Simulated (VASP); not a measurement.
# NiSb (P6_3/mmc) in VASP: notebook

Aim: see how the results for NiSb move with the level of theory and the settings. Levels: PBE, LDA. Tasks: relaxation of shape and atoms at fixed volume, single point.

Program: VASP 6.6.1. These are calculated values, not measurements. Logs are shortened: lines on timing, memory, paths and dates and some standing lists are left out, and cuts for length are marked.

### Step 1. The cell of the first run

Symmetry: P6_3/mmc, No. 194, hexagonal system. Conventional cell: a = 3.895 Å, b = 3.895 Å, c = 5.052 Å, α = 90.00°, β = 90.00°, γ = 120.00°. Ni (site symmetry -3m) has 2 Ni at 2.53 Å and 6 Sb at 2.58 Å within 3.3 Å. Sb (site symmetry -6m2) has 6 Ni at 2.58 Å and 6 Sb at 3.38 Å within 3.4 Å.

### Step 2. Relaxation of shape and atoms at fixed volume, PBE (16.59 Å³/atom)

Input file INCAR:

```
SYSTEM = NiSb
PREC = Accurate
ENCUT = 600
EDIFF = 1E-7
ISMEAR = 0
SIGMA = 0.1
LREAL = .False.
LASPH = .True.
NELM = 60
ALGO = Normal
ISIF = 4
LWAVE = .False.
LCHARG = .False.
GGA = PE
IBRION = 2
NSW = 50
EDIFFG = -0.01
```

Input file KPOINTS:

```
Automatic mesh
0
Gamma
  12 12 8
  0 0 0
```

Input file POSCAR:

```
NiSb
1.0
    3.8945030053      0.0000000000      0.0000000000
   -1.9472515027      3.3727385376      0.0000000000
    0.0000000000      0.0000000000      5.0515775754
Ni Sb
2 2
Direct
    0.0000000000      0.0000000000      0.0000000000
    0.0000000000      0.0000000000      0.5000000000
    0.3333333333      0.6666666667      0.2500000000
    0.6666666667      0.3333333333      0.7500000000
```

Potentials or basis: VASP PAW PBE potentials, release 64 (Ni, Sb).

Launch:

```sh
cat potpaw_PBE.64/Ni/POTCAR potpaw_PBE.64/Sb/POTCAR > POTCAR
mpirun -np 1 vasp_std > vasp.out
```

OUTCAR:

```text
SYSTEM = NiSb
   PREC = Accurate
   ENCUT = 600
   EDIFF = 1E-7
   ISMEAR = 0
   LREAL = .False.
   LASPH = .True.
   NELM = 60
   ISIF = 4
   GGA = PE
   IBRION = 2
   NSW = 50
   EDIFFG = -0.01

 ion  position               nearest neighbor table
   1  0.000  0.000  0.000-   2 2.53   2 2.53   4 2.58   3 2.58   3 2.58   4 2.58   4 2.58   3 2.58

   2  0.000  0.000  0.500-   1 2.53   1 2.53   4 2.58   3 2.58   3 2.58   4 2.58   4 2.58   3 2.58

   3  0.333  0.667  0.250-   1 2.58   2 2.58   1 2.58   2 2.58   1 2.58   2 2.58   4 3.38   4 3.38
                             4 3.38   4 3.38   4 3.38   4 3.38
   4  0.667  0.333  0.750-   1 2.58   2 2.58   1 2.58   2 2.58   1 2.58   2 2.58   3 3.38   3 3.38
                             3 3.38   3 3.38   3 3.38   3 3.38

  LATTYP: Found a hexagonal cell.
 ALAT       =     3.8945030053
 C/A-ratio  =     1.2971045519

  Lattice vectors:

 A1 = (   3.8945030053,   0.0000000000,   0.0000000000)
 A2 = (  -1.9472515027,   3.3727385376,   0.0000000000)
 A3 = (   0.0000000000,   0.0000000000,   5.0515775754)

Analysis of symmetry for initial positions (statically):
=====================================================================
 Subroutine PRICEL returns:
 Original cell was already a primitive cell.

 Routine SETGRP: Setting up the symmetry group for a
 hexagonal supercell.

 Subroutine GETGRP returns: Found 24 space group operations
 (whereof 12 operations were pure point group operations)
 out of a pool of 24 trial point group operations.

The static configuration has the point symmetry D_3d.
 The point group associated with its full space group is D_6h.

Analysis of symmetry for dynamics (positions and initial velocities):
=====================================================================
 Subroutine PRICEL returns:
 Original cell was already a primitive cell.

 Routine SETGRP: Setting up the symmetry group for a
 hexagonal supercell.

 Subroutine GETGRP returns: Found 24 space group operations
 (whereof 12 operations were pure point group operations)
 out of a pool of 24 trial point group operations.

The dynamic configuration has the point symmetry D_3d.
 The point group associated with its full space group is D_6h.

 Subroutine INISYM returns: Found 24 space group operations
 (whereof 12 operations are pure point group operations),
 and found     1 'primitive' translations

----------------------------------------------------------------------------------------

                                     Primitive cell

  volume of cell :      66.3532

  direct lattice vectors                    reciprocal lattice vectors
     3.894503005  0.000000000  0.000000000     0.256772173  0.148247483  0.000000000
    -1.947251503  3.372738538  0.000000000     0.000000000  0.296494967  0.000000000
     0.000000000  0.000000000  5.051577575     0.000000000  0.000000000  0.197957962

  length of vectors
     3.894503005  3.894503005  5.051577575     0.296494967  0.296494967  0.197957962

  position of ions in fractional coordinates (direct lattice)
     0.000000000  0.000000000  0.000000000
     0.000000000  0.000000000  0.500000000
     0.333333333  0.666666667  0.250000000
     0.666666667  0.333333333  0.750000000

  ion indices of the primitive-cell ions
   primitive index   ion index
                 1           1
                 2           2
                 3           3
                 4           4

----------------------------------------------------------------------------------------

 KPOINTS: Automatic mesh

Automatic generation of k-mesh.
 Grid dimensions read from file:
 generate k-points for:   12   12    8

 Generating k-lattice:

  Cartesian coordinates                     Fractional coordinates (reciprocal lattice)
     0.021397681  0.012353957  0.000000000     0.083333333  0.000000000  0.000000000
     0.000000000  0.024707914  0.000000000     0.000000000  0.083333333  0.000000000
     0.000000000  0.000000000  0.024744745     0.000000000  0.000000000  0.125000000

  Length of vectors
     0.024707914  0.024707914  0.024744745

  Shift w.r.t. Gamma in fractional coordinates (k-lattice)
     0.000000000  0.000000000  0.000000000

 Subroutine IBZKPT returns following result:
 ===========================================

 Found     95 irreducible k-points:

 Following reciprocal coordinates:
            Coordinates               Weight
  0.000000  0.000000  0.000000      1.000000
  0.083333 -0.000000  0.000000      6.000000
  0.166667 -0.000000  0.000000      6.000000
  0.250000 -0.000000  0.000000      6.000000
  0.333333  0.000000  0.000000      6.000000
  0.416667 -0.000000  0.000000      6.000000
[... 16 lines left out ...]
  0.250000 -0.000000  0.125000     12.000000
  0.333333  0.000000  0.125000     12.000000
 [... further k-points ...]
   k-points           NKPTS =     95   k-points in BZ     NKDIM =     95   number of bands    NBANDS=     19
   number of dos      NEDOS =    301   number of ions     NIONS =      4
   total plane-waves  NPLWV =  40960
   dimension x,y,z NGX =    32 NGY =   32 NGZ =   40
   dimension x,y,z NGXF=    64 NGYF=   64 NGZF=   80
   ions per type =               2   2
   NGX,Y,Z   is equivalent  to a cutoff of  13.66, 13.66, 13.16 a.u.
   NGXF,Y,Z  is equivalent  to a cutoff of  27.32, 27.32, 26.33 a.u.
 SYSTEM =  NiSb
   PREC   = accura    normal or accurate (medium, high low for compatibility)
   ISTART =      0    job   : 0-new  1-cont  2-samecut
   ICHARG =      2    charge: 1-file 2-atom 10-const
   ISPIN  =      1    spin polarized calculation?
   LNONCOLLINEAR =      F non collinear calculations
   LSORBIT =      F    spin-orbit coupling
   LASPH  =      T    aspherical Exc in radial PAW
   ENCUT  =  600.0 eV  44.10 Ry    6.64 a.u.   7.78  7.78 10.09*2*pi/ulx,y,z
   NELM   =     60;   NELMIN=  2; NELMDL= -5     # of ELM steps
   EDIFF  = 0.1E-06   stopping-criterion for ELM
   LREAL  =      F    real-space projection
   EDIFFG = -.1E-01   stopping-criterion for IOM
   NSW    =     50    number of steps for IOM
   IBRION =      2    ionic relax: 0-MD 1-quasi-New 2-CG
   NFREE  =      1    steps in history (QN), initial steepest desc. (CG)
   ISIF   =      4    stress and relaxation
   ISYM   =      2    0-nonsym 1-usesym 2-fastsym
   POTIM  = 0.5000    time-step for ionic-motion
   TEBEG  =    0.0;   TEEND  =   0.0 temperature during run
   PSTRESS=    0.0 pullay stress
   NELECT =      30.0000    total number of electrons
   NUPDOWN=      -1.0000    fix difference up-down
   EMIN   =  10.00;   EMAX   =-10.00  energy-range for DOS
   EFERMI =   0.00;   METHOD = LEGACY
   ISMEAR =     0;   SIGMA  =   0.10  broadening in eV -4-tet -1-fermi 0-gaus
   EFERMI_NEDOS =   21; number of points for ismear=-14 and -15
   IALGO  =     38    algorithm
   IMIX   =      4    mixing-type and parameters
     AMIX     =   0.40;   BMIX     =  1.00
     AMIX_MAG =   1.60;   BMIX_MAG =  1.00
  volume/ion in A,a.u.               =      16.59       111.94
  Fermi-wavevector in a.u.,A,eV,Ry     =   1.256497  2.374434 21.480658  1.578784
  Thomas-Fermi vector in A             =   2.390202
   LORBIT       =      0    0 simple, 1 ext, 2 COOP (PROOUT), +10 PAW based schemes
   GGA     = PE    functional components
   LHFCALC =     F    Hartree Fock is set to
   AEXX    =    0.0000 exact exchange contribution
   IVDW    =     0    specifies the selected vdW correction
   LEPSILON=     F    determine dielectric tensor
   LRPA    =     F    only Hartree local field effects (RPA)
 conjugate gradient relaxation of ions
 non-spin polarized calculation
 Gauss-broadening in eV      SIGMA  =   0.10
  energy-cutoff  :      600.00
  volume of cell :       66.35
 maximum number of plane-waves:      2238
 NGX is ok and might be reduce to    32
   NGX = 15   NGY = 15   NGZ = 21

 number of electron      30.0000002 magnetization

 Free energy of the ion-electron system (eV)
  ---------------------------------------------------
  ext. energy  EPLUGINS =         0.00000000
  ---------------------------------------------------
  free energy    TOTEN  =       -20.21866775 eV

  energy without entropy =      -20.21078116  energy(sigma->0) =      -20.21472445

 E-fermi :  10.5574     XC(G=0): -11.6847

 val. band max:       10.5541052296   @ k =   0.1667   0.1667   0.3750
 cond. band min:      10.6130994597   @ k =   0.2500   0.0833   0.5000
 fundamental gap:      0.0589942301
 Fermi energy:        10.5573524078

 k-point     1 :       0.0000    0.0000    0.0000
  band No.  band energies     occupation
      1      -2.7317      2.00000
      2       2.0794      2.00000
      3       4.0798      2.00000
      4       6.4209      2.00000
      5       6.4209      2.00000
      6       7.2020      2.00000
[... 11 lines left out ...]
     18      13.6633      0.00000
     19      14.7448      0.00000

 k-point     2 :       0.0833   -0.0000    0.0000
  band No.  band energies     occupation
      1      -2.6416      2.00000
      2       2.0716      2.00000
      3       4.1807      2.00000
      4       6.4028      2.00000
      5       6.4409      2.00000
      6       7.1716      2.00000
[... 11 lines left out ...]
     18      14.5892      0.00000
     19      14.6216      0.00000

 k-point     3 :       0.1667   -0.0000    0.0000
  band No.  band energies     occupation
      1      -2.3739      2.00000
      2       2.0315      2.00000
      3       4.4796      2.00000
      4       6.2949      2.00000
      5       6.4993      2.00000
      6       7.0377      2.00000
[... 11 lines left out ...]
     18      14.0342      0.00000
     19      15.2433      0.00000

 k-point     4 :       0.2500   -0.0000    0.0000
  band No.  band energies     occupation
      1      -1.9364      2.00000
      2       1.9051      2.00000
      3       4.9637      2.00000
      4       5.8400      2.00000
      5       6.5893      2.00000
      6       6.8757      2.00000
[... 11 lines left out ...]
     18      14.3298      0.00000
     19      14.7226      0.00000

 k-point     5 :       0.3333    0.0000    0.0000
  band No.  band energies     occupation
      1      -1.3477      2.00000
      2       1.6025      2.00000
      3       5.1181      2.00000
      4       5.6050      2.00000
      5       6.6915      2.00000
      6       6.9134      2.00000
[... 11 lines left out ...]
     18      14.2770      0.00000
     19      14.5533      0.00000

 k-point     6 :       0.4167   -0.0000    0.0000
  band No.  band energies     occupation
      1      -0.6550      2.00000
      2       1.0696      2.00000
      3       4.5998      2.00000
      4       6.3360      2.00000
      5       6.7685      2.00000
      6       7.0594      2.00000
[... 11 lines left out ...]
     18      14.0388      0.00000
     19      14.6559      0.00000

 k-point     7 :       0.5000   -0.0000    0.0000
  band No.  band energies     occupation
      1      -0.1415      2.00000
      2       0.5964      2.00000
      3       4.4293      2.00000
      4       6.7940      2.00000
      5       6.8813      2.00000
      6       7.1720      2.00000
[... 11 lines left out ...]
     18      13.9668      0.00000
     19      14.6851      0.00000

 k-point     8 :       0.0833    0.0833    0.0000
  band No.  band energies     occupation
      1      -2.4627      2.00000
      2       2.0483      2.00000
      3       4.3806      2.00000
      4       6.3674      2.00000
      5       6.4622      2.00000
      6       7.0825      2.00000
[... 256 lines left out ...]
 k-point    20 :       0.0000    0.0000    0.1250
  band No.  band energies     occupation
      1      -2.6391      2.00000
      2       1.4645      2.00000
      3       4.7845      2.00000
      4       6.4759      2.00000
      5       6.4759      2.00000
      6       7.2589      2.00000
[... 11 lines left out ...]
     18      13.8229      0.00000
     19      14.2761      0.00000

 k-point    21 :       0.0833   -0.0000    0.1250
  band No.  band energies     occupation
      1      -2.5495      2.00000
      2       1.4953      2.00000
      3       4.8139      2.00000
      4       6.4851      2.00000
      5       6.4947      2.00000
      6       7.2303      2.00000
[... 11 lines left out ...]
     18      14.1633      0.00000
     19      14.7467      0.00000

 k-point    22 :       0.1667   -0.0000    0.1250
  band No.  band energies     occupation
      1      -2.2831      2.00000
      2       1.5653      2.00000
      3       4.8878      2.00000
      4       6.4756      2.00000
      5       6.5493      2.00000
      6       7.0901      2.00000
[... 11 lines left out ...]
     18      13.7573      0.00000
     19      15.4955      0.00000

 k-point    23 :       0.2500   -0.0000    0.1250
  band No.  band energies     occupation
      1      -1.8484      2.00000
      2       1.6004      2.00000
      3       4.9362      2.00000
      4       6.1768      2.00000
      5       6.6328      2.00000
      6       6.9754      2.00000
[... 11 lines left out ...]
     18      13.9061      0.00000
     19      15.0839      0.00000

 k-point    24 :       0.3333    0.0000    0.1250
  band No.  band energies     occupation
      1      -1.2649      2.00000
      2       1.4675      2.00000
      3       4.7366      2.00000
      4       5.8819      2.00000
      5       6.7259      2.00000
      6       7.1555      2.00000
[... 11 lines left out ...]
     18      13.8948      0.00000
     19      14.5395      0.00000

 [... further k-points ...]
[... 5 lines left out ...]
  --------------------------------------------------------------------------------------
  -------------------------------------------------------------------------------------
  Total        3.2507975      3.2507975      3.2960940     -0.0000000      0.0000000      0.0000000
  in kB       78.4944157     78.4944157     79.5881529     -0.0000000      0.0000000      0.0000000
  external PRESSURE =      78.8589947 kB  Pullay stress =       0.0000000 kB

 VOLUME and BASIS-vectors are now :
 -----------------------------------------------------------------------------
  energy-cutoff  :      600.00
  volume of cell :       66.35
      direct lattice vectors                 reciprocal lattice vectors
     3.894503005  0.000000000  0.000000000     0.256772173  0.148247483  0.000000000
    -1.947251503  3.372738538  0.000000000     0.000000000  0.296494967  0.000000000
     0.000000000  0.000000000  5.051577575     0.000000000  0.000000000  0.197957962

 POSITION                                       TOTAL-FORCE (eV/Angst)
 -----------------------------------------------------------------------------------
      0.00000      0.00000      0.00000        -0.000000      0.000000     -0.000000
      0.00000      0.00000      2.52579        -0.000000      0.000000     -0.000000
     -0.00000      2.24849      1.26289         0.000000     -0.000000      0.000000
      1.94725      1.12425      3.78868        -0.000000      0.000000      0.000000
 -----------------------------------------------------------------------------------
    total drift:                                0.000000     -0.000000     -0.000000

  FREE ENERGIE OF THE ION-ELECTRON SYSTEM (eV)
  ---------------------------------------------------
  free  energy   TOTEN  =       -20.2186677509 eV

  energy  without entropy=      -20.2107811556  energy(sigma->0) =      -20.21472445

 reached required accuracy - stopping structural energy minimisation
```

It took 2 min on 1 thread of Intel Xeon Platinum 8259CL at 2.50GHz (Skylake/Cascade Lake), shared host; peak memory 0.29 GiB.

Results:

```yaml
Free_energy: -20.2187 eV
Pressure_after_relaxing: 7.9 GPa
Band_gap_on_the_k_mesh: zero (bands 15 and 16 overlap by 3.50 eV)
```

Final structure:
```cif
data_structure
_symmetry_space_group_name_H-M 'P 1'
_symmetry_Int_Tables_number 1
_cell_length_a 3.8945
_cell_length_b 3.8945
_cell_length_c 5.0516
_cell_angle_alpha 90.000
_cell_angle_beta 90.000
_cell_angle_gamma 120.000
_cell_volume 66.35
loop_
_atom_site_label
_atom_site_type_symbol
_atom_site_fract_x
_atom_site_fract_y
_atom_site_fract_z
_atom_site_occupancy
Ni1 Ni 0.00000 0.00000 0.00000 1
Ni2 Ni 0.00000 0.00000 0.50000 1
Sb1 Sb 0.33333 0.66667 0.25000 1
Sb2 Sb 0.66667 0.33333 0.75000 1
```

Levels at points of the mesh, in eV from the Fermi level:
| k point | band 12 | band 13 | band 14 | band 15 | band 16 | band 17 | band 18 | band 19 |
| --- | --- | --- | --- | --- | --- | --- | --- | --- |
| (0.00, 0.00, 0.00) | -1.42 | -0.04 | 0.56 | 0.56 | 2.52 | 2.52 | 3.11 | 4.19 |
| (0.50, 0.00, 0.00) | -1.99 | -1.70 | -1.49 | -1.41 | -0.34 | 1.17 | 3.41 | 4.13 |
| (0.00, 0.00, 0.50) | -2.24 | 0.35 | 0.35 | 2.11 | 2.11 | 2.11 | 2.11 | 5.27 |
| (0.50, 0.00, 0.50) | -2.06 | -1.94 | -1.94 | 0.15 | 0.15 | 1.76 | 1.76 | 5.32 |

Caveat: spin-orbit coupling is left out, which moves the levels of the heavy elements.

[end of part 1 of 2]

The gap in the log of VASP goes by the Fermi energy; the results here count the filled bands.